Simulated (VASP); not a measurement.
# BaMgSbF (P4/nmm) in VASP: single point with PBE+D3(BJ)

Aim: the single point of BaMgSbF with PBE+D3(BJ).

All numbers are computed with VASP 6.6.1; they aren't measurements. Logs are shortened: lines on timing, memory, paths and dates and some standing lists are left out, and cuts for length are marked.

## Step 1: The cell of the first run

It takes space group P4/nmm (No. 129, tetragonal). Conventional cell: a = 4.563 Å, b = 4.563 Å, c = 9.765 Å, α = 90.00°, β = 90.00°, γ = 90.00°. Ba (site symmetry 4mm) has 4 F at 2.67 Å within 3.5 Å. Within 3.8 Å of Sb (site symmetry 4mm) lie 4 Mg at 2.87 Å and 4 Ba at 3.67 Å. Within 3.8 Å of Mg (site symmetry -4m2) lie 4 Sb at 2.87 Å and 4 Mg at 3.23 Å. Within 3.5 Å of F (site symmetry -4m2) lie 4 Ba at 2.67 Å and 4 F at 3.23 Å.

## Step 2: Single point, PBE+D3(BJ)

The input, INCAR:

```
ALGO = Normal
EDIFF = 1E-6
ENCUT = 520
GGA = PE
ISIF = 2
ISMEAR = 0
IVDW = 12
LASPH = True
LCHARG = False
LREAL = False
LWAVE = False
NBANDS = 34
NELM = 80
PREC = Accurate
SIGMA = 0.02
```

The input, KPOINTS:

```
k-points
0
Gamma
  6 6 4
```

The input, POSCAR:

```
BaMgSbF
1.0
    4.5625600960      0.0000000000      0.0000000000
    0.0000000000      4.5625600960      0.0000000000
    0.0000000000      0.0000000000      9.7647903837
Ba Sb Mg F
2 2 2 2
Direct
    0.5000000000      0.0000000000      0.1423072035
    0.0000000000      0.5000000000      0.8576927965
    0.5000000000      0.0000000000      0.6780020232
    0.0000000000      0.5000000000      0.3219979768
    0.5000000000      0.5000000000      0.5000000000
    0.0000000000      0.0000000000      0.5000000000
    0.5000000000      0.5000000000      0.0000000000
    0.0000000000      0.0000000000      0.0000000000
```

Potentials or basis: VASP PAW PBE potentials, release 64 (Ba_sv, Sb, Mg, F).

On the command line:

```sh
cat potpaw_PBE.64/Ba_sv/POTCAR potpaw_PBE.64/Sb/POTCAR potpaw_PBE.64/Mg/POTCAR potpaw_PBE.64/F/POTCAR > POTCAR
mpirun -np 1 vasp_std > vasp.out
```

OUTCAR:

```text
EDIFF = 1E-6
   ENCUT = 520
   GGA = PE
   ISIF = 2
   ISMEAR = 0
   IVDW = 12
   LASPH = True
   LREAL = False
   NELM = 80
   PREC = Accurate
 IVDW          = 12

 ion  position               nearest neighbor table
   1  0.500  0.000  0.142-   7 2.67   8 2.67   7 2.67   8 2.67   4 3.67   4 3.67   4 3.67   4 3.67
                             5 4.17   6 4.17   5 4.17   6 4.17   2 4.26   2 4.26   2 4.26   2 4.26
   2  0.000  0.500  0.858-   7 2.67   8 2.67   8 2.67   7 2.67   3 3.67   3 3.67   3 3.67   3 3.67
                             5 4.17   5 4.17   6 4.17   6 4.17   1 4.26   1 4.26   1 4.26   1 4.26
   3  0.500  0.000  0.678-   5 2.87   6 2.87   5 2.87   6 2.87   2 3.67   2 3.67   2 3.67   2 3.67

   4  0.000  0.500  0.322-   5 2.87   6 2.87   6 2.87   5 2.87   1 3.67   1 3.67   1 3.67   1 3.67

   5  0.500  0.500  0.500-   3 2.87   4 2.87   3 2.87   4 2.87   6 3.23   6 3.23   6 3.23   6 3.23
                             2 4.17   1 4.17   2 4.17   1 4.17
   6  0.000  0.000  0.500-   3 2.87   4 2.87   4 2.87   3 2.87   5 3.23   5 3.23   5 3.23   5 3.23
                             1 4.17   2 4.17   2 4.17   1 4.17
   7  0.500  0.500  0.000-   1 2.67   2 2.67   1 2.67   2 2.67
   8  0.000  0.000  0.000-   1 2.67   2 2.67   2 2.67   1 2.67

  LATTYP: Found a simple tetragonal cell.
 ALAT       =     4.5625600960
 C/A-ratio  =     2.1401998392

  Lattice vectors:

 A1 = (   4.5625600960,   0.0000000000,   0.0000000000)
 A2 = (   0.0000000000,   4.5625600960,   0.0000000000)
 A3 = (   0.0000000000,   0.0000000000,   9.7647903837)

Analysis of symmetry for initial positions (statically):
=====================================================================
 Subroutine PRICEL returns:
 Original cell was already a primitive cell.

 Routine SETGRP: Setting up the symmetry group for a
 simple tetragonal supercell.

 Subroutine GETGRP returns: Found 16 space group operations
 (whereof  8 operations were pure point group operations)
 out of a pool of 16 trial point group operations.

The static configuration has the point symmetry D_2d.
 The point group associated with its full space group is D_4h.

Analysis of symmetry for dynamics (positions and initial velocities):
=====================================================================
 Subroutine PRICEL returns:
 Original cell was already a primitive cell.

 Routine SETGRP: Setting up the symmetry group for a
 simple tetragonal supercell.

 Subroutine GETGRP returns: Found 16 space group operations
 (whereof  8 operations were pure point group operations)
 out of a pool of 16 trial point group operations.

The dynamic configuration has the point symmetry D_2d.
 The point group associated with its full space group is D_4h.

 Subroutine INISYM returns: Found 16 space group operations
 (whereof  8 operations are pure point group operations),
 and found     1 'primitive' translations

----------------------------------------------------------------------------------------

                                     Primitive cell

  volume of cell :     203.2732

  direct lattice vectors                    reciprocal lattice vectors
     4.562560096  0.000000000  0.000000000     0.219175195  0.000000000  0.000000000
     0.000000000  4.562560096  0.000000000     0.000000000  0.219175195  0.000000000
     0.000000000  0.000000000  9.764790384     0.000000000  0.000000000  0.102408752

  length of vectors
     4.562560096  4.562560096  9.764790384     0.219175195  0.219175195  0.102408752

  position of ions in fractional coordinates (direct lattice)
     0.500000000  0.000000000  0.142307204
     0.000000000  0.500000000  0.857692796
     0.500000000  0.000000000  0.678002023
     0.000000000  0.500000000  0.321997977
     0.500000000  0.500000000  0.500000000
     0.000000000  0.000000000  0.500000000
     0.500000000  0.500000000  0.000000000
     0.000000000  0.000000000  0.000000000

  ion indices of the primitive-cell ions
   primitive index   ion index
                 1           1
                 2           2
                 3           3
                 4           4
                 5           5
                 6           6
                 7           7
                 8           8

----------------------------------------------------------------------------------------

 KPOINTS: k-points

Automatic generation of k-mesh.
 Grid dimensions read from file:
 generate k-points for:    6    6    4

 Generating k-lattice:

  Cartesian coordinates                     Fractional coordinates (reciprocal lattice)
     0.036529199  0.000000000  0.000000000     0.166666667  0.000000000  0.000000000
     0.000000000  0.036529199  0.000000000     0.000000000  0.166666667  0.000000000
     0.000000000  0.000000000  0.025602188     0.000000000  0.000000000  0.250000000

  Length of vectors
     0.036529199  0.036529199  0.025602188

  Shift w.r.t. Gamma in fractional coordinates (k-lattice)
     0.000000000  0.000000000  0.000000000

 Subroutine IBZKPT returns following result:
 ===========================================

 Found     30 irreducible k-points:

 Following reciprocal coordinates:
            Coordinates               Weight
  0.000000  0.000000  0.000000      1.000000
  0.166667  0.000000  0.000000      4.000000
  0.333333  0.000000  0.000000      4.000000
  0.500000  0.000000  0.000000      2.000000
  0.166667  0.166667  0.000000      4.000000
  0.333333  0.166667  0.000000      8.000000
[... 16 lines left out ...]
  0.333333  0.000000  0.500000      4.000000
  0.500000  0.000000  0.500000      2.000000
 [... further k-points ...]
   k-points           NKPTS =     30   k-points in BZ     NKDIM =     30   number of bands    NBANDS=     34
   number of dos      NEDOS =    301   number of ions     NIONS =      8
   total plane-waves  NPLWV = 103680
   dimension x,y,z NGX =    36 NGY =   36 NGZ =   80
   dimension x,y,z NGXF=    72 NGYF=   72 NGZF=  160
   ions per type =               2   2   2   2
   NGX,Y,Z   is equivalent  to a cutoff of  13.12, 13.12, 13.62 a.u.
   NGXF,Y,Z  is equivalent  to a cutoff of  26.23, 26.23, 27.24 a.u.
 SYSTEM =  unknown system
   PREC   = accura    normal or accurate (medium, high low for compatibility)
   ISTART =      0    job   : 0-new  1-cont  2-samecut
   ICHARG =      2    charge: 1-file 2-atom 10-const
   ISPIN  =      1    spin polarized calculation?
   LNONCOLLINEAR =      F non collinear calculations
   LSORBIT =      F    spin-orbit coupling
   LASPH  =      T    aspherical Exc in radial PAW
   ENCUT  =  520.0 eV  38.22 Ry    6.18 a.u.   8.48  8.48 18.16*2*pi/ulx,y,z
   NELM   =     80;   NELMIN=  2; NELMDL= -5     # of ELM steps
   EDIFF  = 0.1E-05   stopping-criterion for ELM
   LREAL  =      F    real-space projection
   EDIFFG = 0.1E-04   stopping-criterion for IOM
   NSW    =      0    number of steps for IOM
   IBRION =     -1    ionic relax: 0-MD 1-quasi-New 2-CG
   NFREE  =      0    steps in history (QN), initial steepest desc. (CG)
   ISIF   =      2    stress and relaxation
   ISYM   =      2    0-nonsym 1-usesym 2-fastsym
   POTIM  = 0.5000    time-step for ionic-motion
   TEBEG  =    0.0;   TEEND  =   0.0 temperature during run
   PSTRESS=    0.0 pullay stress
   NELECT =      48.0000    total number of electrons
   NUPDOWN=      -1.0000    fix difference up-down
   EMIN   =  10.00;   EMAX   =-10.00  energy-range for DOS
   EFERMI =   0.00;   METHOD = LEGACY
   ISMEAR =     0;   SIGMA  =   0.02  broadening in eV -4-tet -1-fermi 0-gaus
   EFERMI_NEDOS =   21; number of points for ismear=-14 and -15
   IALGO  =     38    algorithm
   IMIX   =      4    mixing-type and parameters
     AMIX     =   0.40;   BMIX     =  1.00
     AMIX_MAG =   1.60;   BMIX_MAG =  1.00
  volume/ion in A,a.u.               =      25.41       171.47
  Fermi-wavevector in a.u.,A,eV,Ry     =   1.011879  1.912174 13.930990  1.023899
  Thomas-Fermi vector in A             =   2.144955
   LORBIT       =      0    0 simple, 1 ext, 2 COOP (PROOUT), +10 PAW based schemes
   GGA     = PE    functional components
   LHFCALC =     F    Hartree Fock is set to
   AEXX    =    0.0000 exact exchange contribution
   IVDW    =    12    specifies the selected vdW correction
   LEPSILON=     F    determine dielectric tensor
   LRPA    =     F    only Hartree local field effects (RPA)
 non-spin polarized calculation
 Gauss-broadening in eV      SIGMA  =   0.02
  energy-cutoff  :      520.00
  volume of cell :      203.27
 maximum number of plane-waves:      5506
 NGX is ok and might be reduce to    36
   NGX = 17   NGY = 17   NGZ = 37

 number of electron      48.0000013 magnetization

 Free energy of the ion-electron system (eV)
  ---------------------------------------------------
  ext. energy  EPLUGINS =         0.00000000
  ---------------------------------------------------
  free energy    TOTEN  =       -34.26918011 eV

  energy without entropy =      -34.26918011  energy(sigma->0) =      -34.26918011

 E-fermi :   3.6126     XC(G=0):  -8.9903

 val. band max:        3.5238720376   @ k =   0.0000   0.0000   0.0000
 cond. band min:       4.7226636185   @ k =   0.0000   0.0000   0.0000
 fundamental gap:      1.1987915809
 Fermi energy:         3.6126448484

 k-point     1 :       0.0000    0.0000    0.0000
  band No.  band energies     occupation
      1     -24.0696      2.00000
      2     -23.9065      2.00000
      3     -19.9466      2.00000
      4     -19.9379      2.00000
      5      -9.3001      2.00000
      6      -9.3001      2.00000
[... 26 lines left out ...]
     33       8.3458      0.00000
     34       8.6598      0.00000

 k-point     2 :       0.1667    0.0000    0.0000
  band No.  band energies     occupation
      1     -24.0498      2.00000
      2     -23.9078      2.00000
      3     -19.9639      2.00000
      4     -19.9551      2.00000
      5      -9.3567      2.00000
      6      -9.2750      2.00000
[... 26 lines left out ...]
     33       8.1696      0.00000
     34       8.5452      0.00000
[... 775 lines left out ...]
     33       8.1577      0.00000
     34       8.5682      0.00000

 k-point    24 :       0.5000    0.0000    0.5000
  band No.  band energies     occupation
      1     -23.9504      2.00000
      2     -23.9504      2.00000
      3     -20.0115      2.00000
      4     -20.0115      2.00000
      5      -9.2592      2.00000
      6      -9.2592      2.00000
[... 26 lines left out ...]
     33       8.0527      0.00000
     34       8.0527      0.00000

 [... further k-points ...]

------------------------ aborting loop because EDIFF is reached ----------------------------------------

 Edisp (eV)   -2.20724

 E8    (eV) :    -1.0685

  FORCE on cell =-STRESS in cart. coord.  units (eV):
  Direction    XX          YY          ZZ          XY          YZ          ZX
  --------------------------------------------------------------------------------------
  -------------------------------------------------------------------------------------
  Total       0.70177     0.70177     0.56985     0.00000     0.00000    -0.00000
  in kB       5.53129     5.53129     4.49146     0.00000     0.00000    -0.00000
  external pressure =        5.18 kB  Pullay stress =        0.00 kB

 VOLUME and BASIS-vectors are now :
 -----------------------------------------------------------------------------
  energy-cutoff  :      520.00
  volume of cell :      203.27
      direct lattice vectors                 reciprocal lattice vectors
     4.562560096  0.000000000  0.000000000     0.219175195  0.000000000  0.000000000
     0.000000000  4.562560096  0.000000000     0.000000000  0.219175195  0.000000000
     0.000000000  0.000000000  9.764790384     0.000000000  0.000000000  0.102408752

 POSITION                                       TOTAL-FORCE (eV/Angst)
 -----------------------------------------------------------------------------------
      2.28128      0.00000      1.38960        -0.000000      0.000000      0.110657
      0.00000      2.28128      8.37519         0.000000      0.000000     -0.110657
      2.28128      0.00000      6.62055         0.000000     -0.000000     -0.010800
      0.00000      2.28128      3.14424         0.000000      0.000000      0.010800
      2.28128      2.28128      4.88240         0.000000      0.000000      0.000000
      0.00000      0.00000      4.88240         0.000000     -0.000000      0.000000
      2.28128      2.28128      0.00000         0.000000     -0.000000      0.000000
      0.00000      0.00000      0.00000         0.000000      0.000000      0.000000
 -----------------------------------------------------------------------------------
    total drift:                                0.000000      0.000000      0.000000

  FREE ENERGIE OF THE ION-ELECTRON SYSTEM (eV)
  ---------------------------------------------------
  free  energy   TOTEN  =       -36.4764154048 eV

  energy  without entropy=      -36.4764154048  energy(sigma->0) =      -36.47641540
```

It took 4.4 min on 1 thread of Intel Xeon Platinum 8259CL at 2.50GHz (Skylake/Cascade Lake), shared host; peak memory 0.46 GiB.

What came out:

| Property | Result |
| --- | --- |
| Free energy | -36.4764 eV |
| Pressure | 0.5 GPa |
| Largest force | 0.111 eV/Å |
| Band gap on the k mesh | 1.20 eV, direct |
| Dispersion energy per atom | -0.276 eV |

Forces on the atoms (eV/Å):
```
Ba   0.000  0.000  0.111
Ba   0.000  0.000 -0.111
Sb   0.000  0.000 -0.011
Sb   0.000  0.000  0.011
Mg   0.000  0.000  0.000
Mg   0.000  0.000  0.000
F    0.000  0.000  0.000
F    0.000  0.000  0.000
```

Caveat: spin-orbit coupling is left out, which moves the levels of the heavy elements.
